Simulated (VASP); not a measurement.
Runs of VASP 6.6.1 on Si. The structure is that of space group Cmcm (No. 63), or close to it. The cells are those of the table. 

| cell | gap on the mesh (eV) | pressure (GPa) | largest force (eV/Å) |
| --- | --- | --- | --- |
| a = 3.831, b = 4.270, c = 6.333 Å, angles 90.0, 90.0, 116.7°, 4 atoms | none | -9.6 | 0.48 |
| a = 3.831, b = 4.159, c = 6.333 Å, angles 90.0, 90.0, 117.4°, 4 atoms | none | -8.5 | 0.47 |
| a = 3.831, b = 3.618, c = 6.333 Å, angles 90.0, 90.0, 122.0°, 4 atoms | none | (a) | 1.17 |
| a = 3.831, b = 3.513, c = 6.333 Å, angles 90.0, 90.0, 123.0°, 4 atoms | none | 12.9 | 2.22 |
| a = 3.831, b = 4.214, c = 6.333 Å, angles 90.0, 90.0, 117.0°, 4 atoms | none | -9.1 | 0.48 |
| a = 3.831, b = 3.409, c = 6.333 Å, angles 90.0, 90.0, 124.2°, 4 atoms | none | (b) | 3.69 |
| a = 3.831, b = 4.049, c = 6.333 Å, angles 90.0, 90.0, 118.2°, 4 atoms | none | -7.0 | 0.41 |

Alike in all rows: task single point; level LDA; potentials or basis VASP PAW LDA potentials, release 64 (Si); no spin polarisation; k mesh 12 × 12 × 6; cutoff (eV) 520; smearing gaussian 0.03 eV.

Q: Estimate the missing entries.

A: (a) 6.7; (b) 21.1.

Caveats: semilocal functionals underestimate gaps, so a narrow gap can read as zero (at least some runs); the cell stands under tension (at least some runs); the cell stands under pressure (at least some runs); forces of over 1 eV/Å act on the atoms, so gaps and moduli don't describe the material at rest (at least some runs).

A gap of «none» marks levels without a gap at the run's occupations.
